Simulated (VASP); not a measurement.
# CuH3 (Pm-3m) in VASP: further runs, part 2 of 2

VASP 6.6.1. Earlier steps stand in the parts before.

## Step 4: Relaxation of cell and atoms, PBE

This run uses another cell than the first one, of 5.34 Å³/atom.

Input file INCAR:

```
PREC = Accurate ; ENCUT = 600
EDIFF = 1E-6 ; ISMEAR = 0
SIGMA = 0.1 ; LREAL = F
LASPH = T ; NELM = 100
ALGO = Normal ; ISIF = 3
LWAVE = F ; LCHARG = F
GGA = PE ; IBRION = 2
NSW = 100 ; EDIFFG = -0.01
```

Input file KPOINTS:

```
Automatic mesh
0
Gamma
  16 16 16
```

Input file POSCAR:

```
CuH3
1.0
    2.7739070245      0.0000000000      0.0000000000
    0.0000000000      2.7739070245      0.0000000000
    0.0000000000      0.0000000000      2.7739070245
Cu H
1 3
Direct
    0.0000000000      0.0000000000      0.0000000000
    0.5000000000      0.5000000000      0.0000000000
    0.5000000000      0.0000000000      0.5000000000
    0.0000000000      0.5000000000      0.5000000000
```

Potentials or basis: VASP PAW PBE potentials, release 64 (Cu, H).

The run is started by

```
$ cat potpaw_PBE.64/Cu/POTCAR potpaw_PBE.64/H/POTCAR > POTCAR
$ mpirun -np 1 vasp_std > vasp.out
```

OUTCAR:

```text
PREC = Accurate
   ENCUT = 600
   EDIFF = 1E-6
   ISMEAR = 0
   LREAL = F
   LASPH = T
   NELM = 100
   ISIF = 3
   GGA = PE
   IBRION = 2
   NSW = 100
   EDIFFG = -0.01

 ion  position               nearest neighbor table
   1  0.000  0.000  0.000-
   2  0.500  0.500  0.000-
   3  0.500  0.000  0.500-
   4  0.000  0.500  0.500-

  LATTYP: Found a simple cubic cell.
 ALAT       =     2.7739070245

  Lattice vectors:

 A1 = (   2.7739070245,   0.0000000000,   0.0000000000)
 A2 = (   0.0000000000,   2.7739070245,   0.0000000000)
 A3 = (   0.0000000000,   0.0000000000,   2.7739070245)

Analysis of symmetry for initial positions (statically):
=====================================================================
 Subroutine PRICEL returns:
 Original cell was already a primitive cell.

 Routine SETGRP: Setting up the symmetry group for a
 simple cubic supercell.

[... 230 lines left out ...]
      2       0.4474      2.00000
      3       0.4474      2.00000
      4       2.4012      2.00000
      5       2.4012      2.00000
      6       2.4012      2.00000
      7       9.3350      0.00000
      8       9.3350      0.00000
      9      14.2602      0.00000
     10      14.2602      0.00000
     11      14.2602      0.00000
[... 309 lines left out ...]
 k-point    24 :       0.5000    0.1250    0.0000
  band No.  band energies     occupation
      1      -3.0697      2.00000
      2      -2.3705      2.00000
      3       1.2664      2.00000
      4       1.7944      2.00000
      5       1.9113      2.00000
      6       2.3741      2.00000
      7       3.2885      2.00000
      8       8.3172      0.00000
      9      14.2357      0.00000
     10      18.2944      0.00000
     11      19.1557      0.00000

 [... further k-points ...]

------------------------ aborting loop because EDIFF is reached ----------------------------------------

  FORCE on cell =-STRESS in cart. coord.  units (eV):
  Direction    XX          YY          ZZ          XY          YZ          ZX
  --------------------------------------------------------------------------------------
  -------------------------------------------------------------------------------------
  Total        0.0236276      0.0236276      0.0236276     -0.0000000     -0.0000000      0.0000000
  in kB        1.7804643      1.7804643      1.7804643     -0.0000000     -0.0000000      0.0000000
  external PRESSURE =       1.7804643 kB  Pullay stress =       0.0000000 kB

 VOLUME and BASIS-vectors are now :
 -----------------------------------------------------------------------------
  energy-cutoff  :      600.00
  volume of cell :       21.26
      direct lattice vectors                 reciprocal lattice vectors
     2.770334977 -0.000000000  0.000000000     0.360967178  0.000000000 -0.000000000
    -0.000000000  2.770334977 -0.000000000     0.000000000  0.360967178  0.000000000
     0.000000000 -0.000000000  2.770334977    -0.000000000  0.000000000  0.360967178

 POSITION                                       TOTAL-FORCE (eV/Angst)
 -----------------------------------------------------------------------------------
      0.00000      0.00000      0.00000         0.000000      0.000000      0.000000
      1.38517      1.38517      0.00000         0.000000     -0.000000      0.000000
      1.38517     -0.00000      1.38517         0.000000     -0.000000      0.000000
      0.00000      1.38517      1.38517        -0.000000     -0.000000      0.000000
 -----------------------------------------------------------------------------------
    total drift:                                0.000000      0.000000      0.000000

  FREE ENERGIE OF THE ION-ELECTRON SYSTEM (eV)
  ---------------------------------------------------
  free  energy   TOTEN  =       -11.2023959983 eV

  energy  without entropy=      -11.1971242134  energy(sigma->0) =      -11.19976011

 reached required accuracy - stopping structural energy minimisation
```

It took 44 s on 1 thread of AMD EPYC 7R13 (Zen 3), shared host; peak memory 0.15 GiB.

Results:

* Free energy: -11.2024 eV
* Relaxed volume: 5.32 Å³/atom
* Relaxed cell: a = 2.770 Å, b = 2.770 Å, c = 2.770 Å, α = 90.00°, β = 90.00°, γ = 90.00°
* Space group after relaxing (to 0.1 Å): Pm-3m (No. 221)
* Energy gained by relaxing: 0.0 meV/atom
* Ionic steps: 2
* Pressure after relaxing: 0.2 GPa
* Band gap on the k mesh: zero (bands 7 and 8 overlap by 3.47 eV)

Final structure:
```xyz
4
Lattice="2.7703 0.0000 0.0000 0.0000 2.7703 0.0000 0.0000 0.0000 2.7703" Properties=species:S:1:pos:R:3 pbc="T T T"
Cu    0.0000    0.0000    0.0000
H     1.3852    1.3852    0.0000
H     1.3852    0.0000    1.3852
H     0.0000    1.3852    1.3852
```

Levels at points of the mesh, in eV from the Fermi level:
```
           k point  band 3  band 4  band 5  band 6  band 7  band 8  band 9  band 10  band 11
(0.00, 0.00, 0.00)   -5.91   -3.95   -3.95   -3.95    2.98    2.98    7.90     7.90     7.90
(0.50, 0.00, 0.00)   -5.16   -4.46   -4.46   -3.91   -3.05    2.25   10.25    12.72    12.72
(0.50, 0.50, 0.00)   -5.54   -5.25   -4.35   -4.35   -3.60   -0.39    1.14    12.48    12.48
(0.50, 0.50, 0.50)   -6.87   -3.57   -3.57    0.66    0.66    0.66    2.77     2.77     2.77
```

## Step 5: Summary

```tsv
task	cell	k mesh	cutoff (eV)	gap on the mesh (eV)	pressure (GPa)
relaxation of cell and atoms	relaxed from a = 3.324 Å, 4 atoms	6 × 6 × 6	600	none	-1.1
single point	a = 2.771 Å, 4 atoms	16 × 16 × 16	520	none	-0.1
relaxation of cell and atoms	relaxed from a = 2.774 Å, 4 atoms	16 × 16 × 16	600	none	0.2
```

Alike in all rows: level PBE; potentials or basis VASP PAW PBE potentials, release 64 (Cu, H); no spin polarisation; smearing gaussian 0.1 eV.

Caveats: the volume moved by over 15 % at a fixed basis, so the end points are rough (at least some runs).

Absolute energies hang on the potentials; compare differences alone.
